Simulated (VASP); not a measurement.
# Ge (P6_3/mmc) in VASP: further runs

The runs below take Ge through single point, relaxation of the atoms, with PBEsol.

Program: VASP 6.6.1. These are calculated values, not measurements. Logs are shortened: lines on timing, memory, paths and dates and some standing lists are left out, and cuts for length are marked.

### Step 1. The cell of the first run

It takes space group P6_3/mmc (No. 194, hexagonal). Conventional cell: a = 3.938 Å, b = 3.938 Å, c = 6.625 Å, α = 90.00°, β = 90.00°, γ = 120.00°. Within 3.2 Å of Ge (site symmetry 3m) lie 4 Ge at 2.43 to 2.46 Å.

This isn't the form of Ge at room conditions, which is diamond.

### Step 2. Single point, PBEsol (strained cell)

Contents of INCAR:

```
SYSTEM = Ge
  ALGO = Normal
  EDIFF = 1E-6
  ENCUT = 520
  GGA = PS
  ISIF = 2
  ISMEAR = 0
  LASPH = .TRUE.
  LCHARG = .TRUE.
  LELF = .TRUE.
  LREAL = .FALSE.
  LVHAR = .TRUE.
  LWAVE = .FALSE.
  NBANDS = 36
  NELM = 100
  PREC = Accurate
  SIGMA = 0.1
```

Contents of KPOINTS:

```
k-points
0
G
  12 12 6
  0 0 0
```

Contents of POSCAR:

```
Ge
1.0
    3.9376007369      0.0000000000      0.0000000000
   -1.9688003685      3.4100622681      0.0000000000
    0.0000000000      0.0000000000      6.6253685145
Ge
4
Direct
    0.3333333333      0.6666666667      0.0012408489
    0.6666666667      0.3333333333      0.5012408489
    0.3333333333      0.6666666667      0.3727591511
    0.6666666667      0.3333333333      0.8727591511
```

Potentials or basis: VASP PAW PBE potentials, release 64 (Ge_d).

Run with:

```sh
> cat potpaw_PBE.64/Ge_d/POTCAR > POTCAR
> mpirun -np 1 vasp_std > vasp.out
```

OUTCAR:

```text
SYSTEM = Ge
   EDIFF = 1E-6
   ENCUT = 520
   GGA = PS
   ISIF = 2
   ISMEAR = 0
   LASPH = .TRUE.
   LREAL = .FALSE.
   NELM = 100
   PREC = Accurate

 ion  position               nearest neighbor table
   1  0.333  0.667  0.001-   4 2.43   4 2.43   4 2.43   3 2.46
   2  0.667  0.333  0.501-   3 2.43   3 2.43   3 2.43   4 2.46
   3  0.333  0.667  0.373-   2 2.43   2 2.43   2 2.43   1 2.46
   4  0.667  0.333  0.873-   1 2.43   1 2.43   1 2.43   2 2.46

  LATTYP: Found a hexagonal cell.
 ALAT       =     3.9376007369
 C/A-ratio  =     1.6825902262

  Lattice vectors:

 A1 = (   3.9376007369,   0.0000000000,   0.0000000000)
 A2 = (  -1.9688003685,   3.4100622681,   0.0000000000)
 A3 = (   0.0000000000,   0.0000000000,   6.6253685145)

Analysis of symmetry for initial positions (statically):
=====================================================================
 Subroutine PRICEL returns:
 Original cell was already a primitive cell.

 Routine SETGRP: Setting up the symmetry group for a
 hexagonal supercell.

 Subroutine GETGRP returns: Found 24 space group operations
 (whereof  6 operations were pure point group operations)
 out of a pool of 24 trial point group operations.

The static configuration has the point symmetry C_3v.
 The point group associated with its full space group is D_6h.

Analysis of symmetry for dynamics (positions and initial velocities):
=====================================================================
 Subroutine PRICEL returns:
 Original cell was already a primitive cell.

 Routine SETGRP: Setting up the symmetry group for a
 hexagonal supercell.

 Subroutine GETGRP returns: Found 24 space group operations
 (whereof  6 operations were pure point group operations)
 out of a pool of 24 trial point group operations.

The dynamic configuration has the point symmetry C_3v.
 The point group associated with its full space group is D_6h.

 Subroutine INISYM returns: Found 24 space group operations
 (whereof  6 operations are pure point group operations),
 and found     1 'primitive' translations

----------------------------------------------------------------------------------------

                                     Primitive cell

  volume of cell :      88.9619

  direct lattice vectors                    reciprocal lattice vectors
[... 83 lines left out ...]
   ISTART =      0    job   : 0-new  1-cont  2-samecut
   ICHARG =      2    charge: 1-file 2-atom 10-const
   ISPIN  =      1    spin polarized calculation?
   LNONCOLLINEAR =      F non collinear calculations
   LSORBIT =      F    spin-orbit coupling
   LASPH  =      T    aspherical Exc in radial PAW
   ENCUT  =  520.0 eV  38.22 Ry    6.18 a.u.   7.32  7.32 12.32*2*pi/ulx,y,z
   NELM   =    100;   NELMIN=  2; NELMDL= -5     # of ELM steps
   EDIFF  = 0.1E-05   stopping-criterion for ELM
   LREAL  =      F    real-space projection
   EDIFFG = 0.1E-04   stopping-criterion for IOM
   NSW    =      0    number of steps for IOM
   IBRION =     -1    ionic relax: 0-MD 1-quasi-New 2-CG
   NFREE  =      0    steps in history (QN), initial steepest desc. (CG)
   ISIF   =      2    stress and relaxation
   ISYM   =      2    0-nonsym 1-usesym 2-fastsym
   POTIM  = 0.5000    time-step for ionic-motion
   TEBEG  =    0.0;   TEEND  =   0.0 temperature during run
   PSTRESS=    0.0 pullay stress
   NELECT =      56.0000    total number of electrons
   NUPDOWN=      -1.0000    fix difference up-down
   EMIN   =  10.00;   EMAX   =-10.00  energy-range for DOS
   EFERMI =   0.00;   METHOD = LEGACY
   ISMEAR =     0;   SIGMA  =   0.10  broadening in eV -4-tet -1-fermi 0-gaus
   EFERMI_NEDOS =   21; number of points for ismear=-14 and -15
   IALGO  =     38    algorithm
   IMIX   =      4    mixing-type and parameters
     AMIX     =   0.40;   BMIX     =  1.00
     AMIX_MAG =   1.60;   BMIX_MAG =  1.00
  volume/ion in A,a.u.               =      22.24       150.09
  Fermi-wavevector in a.u.,A,eV,Ry     =   1.403038  2.651358 26.783289  1.968516
  Thomas-Fermi vector in A             =   2.525740
   LORBIT       =      0    0 simple, 1 ext, 2 COOP (PROOUT), +10 PAW based schemes
   GGA     = PS    functional components
   LHFCALC =     F    Hartree Fock is set to
   AEXX    =    0.0000 exact exchange contribution
   IVDW    =     0    specifies the selected vdW correction
   LEPSILON=     F    determine dielectric tensor
   LRPA    =     F    only Hartree local field effects (RPA)
 non-spin polarized calculation
 Gauss-broadening in eV      SIGMA  =   0.10
  energy-cutoff  :      520.00
  volume of cell :       88.96
 maximum number of plane-waves:      2424
 NGX is ok and might be reduce to    30
   NGX = 15   NGY = 15   NGZ = 25

 number of electron      56.0000020 magnetization

 Free energy of the ion-electron system (eV)
  ---------------------------------------------------
  ext. energy  EPLUGINS =         0.00000000
  ---------------------------------------------------
  free energy    TOTEN  =       -19.66305483 eV

  energy without entropy =      -19.66212986  energy(sigma->0) =      -19.66259234

 E-fermi :   5.1950     XC(G=0): -10.2107

 val. band max:        5.0917809856   @ k =   0.0833   0.0000   0.0000
 cond. band min:       5.2069515271   @ k =   0.0000   0.0000   0.0000
 fundamental gap:      0.1151705415
 Fermi energy:         5.1949877014

 k-point     1 :       0.0000    0.0000    0.0000
  band No.  band energies     occupation
      1     -19.8015      2.00000
      2     -19.8015      2.00000
      3     -19.7608      2.00000
      4     -19.7608      2.00000
      5     -19.7461      2.00000
      6     -19.7437      2.00000
[... 925 lines left out ...]
     35      12.3476      0.00000
     36      12.8426      0.00000

 [... further k-points ...]
[... 5 lines left out ...]
  --------------------------------------------------------------------------------------
  -------------------------------------------------------------------------------------
  Total        1.4020232      1.4020232     -0.0676089     -0.0000000     -0.0000000      0.0000000
  in kB       25.2500213     25.2500213     -1.2176156     -0.0000000     -0.0000000      0.0000000
  external PRESSURE =      16.4274756 kB  Pullay stress =       0.0000000 kB

 VOLUME and BASIS-vectors are now :
 -----------------------------------------------------------------------------
  energy-cutoff  :      520.00
  volume of cell :       88.96
      direct lattice vectors                 reciprocal lattice vectors
     3.937600737  0.000000000  0.000000000     0.253961757  0.146624889  0.000000000
    -1.968800368  3.410062268  0.000000000     0.000000000  0.293249777  0.000000000
     0.000000000  0.000000000  6.625368514     0.000000000  0.000000000  0.150935000

 POSITION                                       TOTAL-FORCE (eV/Angst)
 -----------------------------------------------------------------------------------
     -0.00000      2.27337      0.00822        -0.000000     -0.000000     -0.002725
      1.96880      1.13669      3.32091         0.000000      0.000000     -0.002725
     -0.00000      2.27337      2.46967        -0.000000      0.000000      0.002725
      1.96880      1.13669      5.78235         0.000000     -0.000000      0.002725
 -----------------------------------------------------------------------------------
    total drift:                               -0.000001     -0.000001      0.001171

  FREE ENERGIE OF THE ION-ELECTRON SYSTEM (eV)
  ---------------------------------------------------
  free  energy   TOTEN  =       -19.6630548252 eV

  energy  without entropy=      -19.6621298632  energy(sigma->0) =      -19.66259234
```

Run time: 88 s. Hardware: 1 thread of Intel Xeon 6975P-C (Granite Rapids), shared host; peak memory 0.3 GiB.

What came out:

| Quantity | Value |
| --- | --- |
| Free energy | -19.6631 eV |
| Pressure | 1.6 GPa |

Forces in eV/Å, atoms in the order of the input:
```
Ge   0.000  0.000 -0.003
Ge   0.000  0.000 -0.003
Ge   0.000  0.000  0.003
Ge   0.000  0.000  0.003
```

Stress tensor (GPa, compression positive):
```
 2.53  0.00  0.00
 0.00  2.53  0.00
 0.00  0.00 -0.12
```

Levels at points of the mesh, in eV from the Fermi level:
```
           k point  band 25  band 26  band 27  band 28  band 29  band 30  band 31  band 32
(0.00, 0.00, 0.00)    -1.52    -0.39     0.01     0.06     0.07     0.07     2.22     2.22
(0.50, 0.00, 0.00)    -4.86    -3.19    -3.07    -1.58     0.44     1.53     3.27     3.59
(0.00, 0.00, 0.50)    -0.90    -0.90    -0.90    -0.90     0.80     0.80     3.33     3.33
(0.50, 0.00, 0.50)    -2.82    -2.82    -2.54    -2.54     0.33     0.33     1.93     1.93
```

Caveat: the cell differs from its parent crystal (strained cell); the PAW data sets were made with another functional, which shifts forces and pressure a little.

### Step 3. Relaxation of the atoms, PBEsol (strained cell)

Contents of INCAR:

```
SYSTEM = Ge
  PREC = Accurate
  ENCUT = 520
  EDIFF = 1E-6
  ISMEAR = 0
  SIGMA = 0.1
  LREAL = .FALSE.
  LASPH = .TRUE.
  NELM = 100
  ALGO = Normal
  ISIF = 2
  LWAVE = .FALSE.
  LCHARG = .FALSE.
  GGA = PS
  IBRION = 2
  NSW = 60
  EDIFFG = -0.002
```

Contents of KPOINTS:

```
Automatic mesh
0
G
  12 12 6
  0 0 0
```

Contents of POSCAR:

```
Ge
1.0
    3.9376007369      0.0000000000      0.0000000000
   -1.9688003685      3.4100622681      0.0000000000
    0.0000000000      0.0000000000      6.6253685145
Ge
4
Direct
    0.3333333333      0.6666666667      0.0014955506
    0.6666666667      0.3333333333      0.5014955506
    0.3333333333      0.6666666667      0.3725044494
    0.6666666667      0.3333333333      0.8725044494
```

Potentials or basis: VASP PAW PBE potentials, release 64 (Ge_d).

Run with:

```sh
> cat potpaw_PBE.64/Ge_d/POTCAR > POTCAR
> mpirun -np 1 vasp_std > vasp.out
```

OUTCAR:

```text
SYSTEM = Ge
   PREC = Accurate
   ENCUT = 520
   EDIFF = 1E-6
   ISMEAR = 0
   LREAL = .FALSE.
   LASPH = .TRUE.
   NELM = 100
   ISIF = 2
   GGA = PS
   IBRION = 2
   NSW = 60
   EDIFFG = -0.002

 ion  position               nearest neighbor table
   1  0.333  0.667  0.001-   4 2.43   4 2.43   4 2.43   3 2.46
   2  0.667  0.333  0.501-   3 2.43   3 2.43   3 2.43   4 2.46
   3  0.333  0.667  0.373-   2 2.43   2 2.43   2 2.43   1 2.46
   4  0.667  0.333  0.873-   1 2.43   1 2.43   1 2.43   2 2.46

  LATTYP: Found a hexagonal cell.
 ALAT       =     3.9376007369
 C/A-ratio  =     1.6825902262

  Lattice vectors:

 A1 = (   3.9376007369,   0.0000000000,   0.0000000000)
 A2 = (  -1.9688003685,   3.4100622681,   0.0000000000)
 A3 = (   0.0000000000,   0.0000000000,   6.6253685145)

Analysis of symmetry for initial positions (statically):
=====================================================================
 Subroutine PRICEL returns:
 Original cell was already a primitive cell.

 Routine SETGRP: Setting up the symmetry group for a
 hexagonal supercell.

 Subroutine GETGRP returns: Found 24 space group operations
 (whereof  6 operations were pure point group operations)
 out of a pool of 24 trial point group operations.

The static configuration has the point symmetry C_3v.
 The point group associated with its full space group is D_6h.

Analysis of symmetry for dynamics (positions and initial velocities):
=====================================================================
 Subroutine PRICEL returns:
 Original cell was already a primitive cell.

 Routine SETGRP: Setting up the symmetry group for a
 hexagonal supercell.

 Subroutine GETGRP returns: Found 24 space group operations
[... 126 lines left out ...]
   IMIX   =      4    mixing-type and parameters
     AMIX     =   0.40;   BMIX     =  1.00
     AMIX_MAG =   1.60;   BMIX_MAG =  1.00
  volume/ion in A,a.u.               =      22.24       150.09
  Fermi-wavevector in a.u.,A,eV,Ry     =   1.403038  2.651358 26.783289  1.968516
  Thomas-Fermi vector in A             =   2.525740
   LORBIT       =      0    0 simple, 1 ext, 2 COOP (PROOUT), +10 PAW based schemes
   GGA     = PS    functional components
   LHFCALC =     F    Hartree Fock is set to
   AEXX    =    0.0000 exact exchange contribution
   IVDW    =     0    specifies the selected vdW correction
   LEPSILON=     F    determine dielectric tensor
   LRPA    =     F    only Hartree local field effects (RPA)
 conjugate gradient relaxation of ions
 non-spin polarized calculation
 Gauss-broadening in eV      SIGMA  =   0.10
  energy-cutoff  :      520.00
  volume of cell :       88.96
 maximum number of plane-waves:      2424
 NGX is ok and might be reduce to    30
   NGX = 15   NGY = 15   NGZ = 25

--------------------------------------- Ionic step        1  -------------------------------------------

 number of electron      56.0000020 magnetization

 Free energy of the ion-electron system (eV)
  ---------------------------------------------------
  ext. energy  EPLUGINS =         0.00000000
  ---------------------------------------------------
  free energy    TOTEN  =       -19.66291113 eV

  energy without entropy =      -19.66191811  energy(sigma->0) =      -19.66241462

------------------------ aborting loop because EDIFF is reached ----------------------------------------

  FORCE on cell =-STRESS in cart. coord.  units (eV):
  Direction    XX          YY          ZZ          XY          YZ          ZX
  --------------------------------------------------------------------------------------
  -------------------------------------------------------------------------------------
  Total        1.3735641      1.3735641      0.0031479     -0.0000000      0.0000000      0.0000000
  in kB       24.7374826     24.7374826      0.0566929     -0.0000000      0.0000000      0.0000000
  external PRESSURE =      16.5105527 kB  Pullay stress =       0.0000000 kB
[... 63 lines left out ...]
--------------------------------------- Ionic step        3  -------------------------------------------

 number of electron      56.0000020 magnetization

 Free energy of the ion-electron system (eV)
  ---------------------------------------------------
  ext. energy  EPLUGINS =         0.00000000
  ---------------------------------------------------
  free energy    TOTEN  =       -19.66305527 eV

  energy without entropy =      -19.66213398  energy(sigma->0) =      -19.66259463

 E-fermi :   5.1950     XC(G=0): -10.2106

 val. band max:        5.0913119164   @ k =   0.0833   0.0000   0.0000
 cond. band min:       5.2070438198   @ k =   0.0000   0.0000   0.0000
 fundamental gap:      0.1157319034
 Fermi energy:         5.1949555103

 k-point     1 :       0.0000    0.0000    0.0000
  band No.  band energies     occupation
      1     -19.8016      2.00000
      2     -19.8016      2.00000
      3     -19.7609      2.00000
      4     -19.7609      2.00000
      5     -19.7461      2.00000
      6     -19.7437      2.00000
[... 853 lines left out ...]
     32       9.0890      0.00000
     33       9.6117      0.00000

 [... further k-points ...]
[... 5 lines left out ...]
  --------------------------------------------------------------------------------------
  -------------------------------------------------------------------------------------
  Total        1.4440861      1.4440861     -0.0314976     -0.0000000      0.0000000      0.0000000
  in kB       26.0075620     26.0075620     -0.5672631     -0.0000000      0.0000000      0.0000000
  external PRESSURE =      17.1492870 kB  Pullay stress =       0.0000000 kB
[... 19 lines left out ...]
  FREE ENERGIE OF THE ION-ELECTRON SYSTEM (eV)
  ---------------------------------------------------
  free  energy   TOTEN  =       -19.6630552735 eV

  energy  without entropy=      -19.6621339815  energy(sigma->0) =      -19.66259463

 reached required accuracy - stopping structural energy minimisation
```

Run time: 2.4 min. Hardware: 1 thread of Intel Xeon 6975P-C (Granite Rapids), shared host; peak memory 0.31 GiB.

Results:

- Free energy: -19.6631 eV
- Energy gained by relaxing: 0.0 meV/atom
- Ionic steps: 3
- Pressure after relaxing: 1.7 GPa

The path:
| step | energy change (eV) | largest force (eV/Å) | pressure (GPa) |
| --- | --- | --- | --- |
| 1 | 0.0000 | 0.0406 | 1.65 |
| 2 | -0.0001 | 0.0042 | 1.72 |
| 3 | -0.0001 | 0.0019 | 1.71 |

Final structure:
```
Ge
1.0
     3.93760    0.00000    0.00000
    -1.96880    3.41006    0.00000
     0.00000    0.00000    6.62537
Ge
4
Direct
  0.33333 0.66667 0.00123
  0.66667 0.33333 0.50123
  0.33333 0.66667 0.37277
  0.66667 0.33333 0.87277
```

Levels at points of the mesh, in eV from the Fermi level:
| k point | band 25 | band 26 | band 27 | band 28 | band 29 | band 30 | band 31 | band 32 |
| --- | --- | --- | --- | --- | --- | --- | --- | --- |
| (0.00, 0.00, 0.00) | -1.52 | -0.39 | 0.01 | 0.06 | 0.07 | 0.07 | 2.22 | 2.22 |
| (0.50, 0.00, 0.00) | -4.86 | -3.19 | -3.06 | -1.58 | 0.44 | 1.53 | 3.27 | 3.59 |
| (0.00, 0.00, 0.50) | -0.90 | -0.90 | -0.90 | -0.90 | 0.80 | 0.80 | 3.33 | 3.33 |
| (0.50, 0.00, 0.50) | -2.82 | -2.82 | -2.54 | -2.54 | 0.33 | 0.33 | 1.92 | 1.92 |

Caveat: the cell differs from its parent crystal (strained cell); the PAW data sets were made with another functional, which shifts forces and pressure a little.

### Step 4. Single point, PBEsol (strained cell)

Contents of INCAR:

```
SYSTEM = Ge
PREC = Accurate ; ENCUT = 520
EDIFF = 1E-6 ; ISMEAR = 0
SIGMA = 0.1 ; LREAL = .False.
LASPH = .True. ; NELM = 100
ALGO = Normal ; ISIF = 2
LWAVE = .False. ; LCHARG = .False.
GGA = PS ; NBANDS = 36
```

Contents of KPOINTS:

```
Automatic mesh
0
Gamma
  12 12 6
  0 0 0
```

Contents of POSCAR:

```
Ge
1.0
    3.9376007369      0.0000000000      0.0000000000
   -1.9688003685      3.4100622681      0.0000000000
    0.0000000000      0.0000000000      6.6270728743
Ge
4
Direct
    0.3333333333      0.6666666667      0.0012554801
    0.6666666667      0.3333333333      0.5012554801
    0.3333333333      0.6666666667      0.3727445199
    0.6666666667      0.3333333333      0.8727445199
```

Run with:

```sh
> cat potpaw_PBE.64/Ge_d/POTCAR > POTCAR
> mpirun -np 1 vasp_std > vasp.out
```

Wall time 99 s (1 thread of Intel Xeon 6975P-C (Granite Rapids), shared host); peak memory 0.3 GiB.

It converged, with:

```yaml
Free_energy: -19.6630 eV
Pressure: 1.6 GPa
```

Forces in eV/Å, atoms in the order of the input:
```
Ge   0.000  0.000 -0.002
Ge   0.000  0.000 -0.002
Ge   0.000  0.000  0.002
Ge   0.000  0.000  0.002
```

Stress tensor (GPa, compression positive):
```
 2.53  0.00  0.00
 0.00  2.53  0.00
 0.00  0.00 -0.16
```

Levels at points of the mesh, in eV from the Fermi level:
| k point | band 25 | band 26 | band 27 | band 28 | band 29 | band 30 | band 31 | band 32 |
| --- | --- | --- | --- | --- | --- | --- | --- | --- |
| (0.00, 0.00, 0.00) | -1.51 | -0.39 | 0.01 | 0.06 | 0.07 | 0.07 | 2.22 | 2.22 |
| (0.50, 0.00, 0.00) | -4.86 | -3.19 | -3.06 | -1.58 | 0.44 | 1.53 | 3.27 | 3.59 |
| (0.00, 0.00, 0.50) | -0.90 | -0.90 | -0.90 | -0.90 | 0.80 | 0.80 | 3.33 | 3.33 |
| (0.50, 0.00, 0.50) | -2.82 | -2.82 | -2.54 | -2.54 | 0.33 | 0.33 | 1.93 | 1.93 |

Caveat: the cell differs from its parent crystal (strained cell); the PAW data sets were made with another functional, which shifts forces and pressure a little.

### Step 5. Overview

```csv
task,cell,pressure (GPa)
single point,"a = 3.938, b = 3.938, c = 6.625 Å, angles 90.0, 90.0, 120.0°, 4 atoms",1.6
relaxation of the atoms,"atoms relaxed from a = 3.938, b = 3.938, c = 6.625 Å, angles 90.0, 90.0, 120.0°, 4 atoms",1.7
single point,"a = 3.938, b = 3.938, c = 6.627 Å, angles 90.0, 90.0, 120.0°, 4 atoms",1.6
```

Alike in all rows: level PBEsol; potentials or basis VASP PAW PBE potentials, release 64 (Ge_d); no spin polarisation; k mesh 12 × 12 × 6; cutoff (eV) 520; smearing gaussian 0.1 eV.

Caveats: the PAW data sets were made with another functional, which shifts forces and pressure a little.

Total energies depend on the potentials used, so only differences within one code and one set of settings carry meaning.
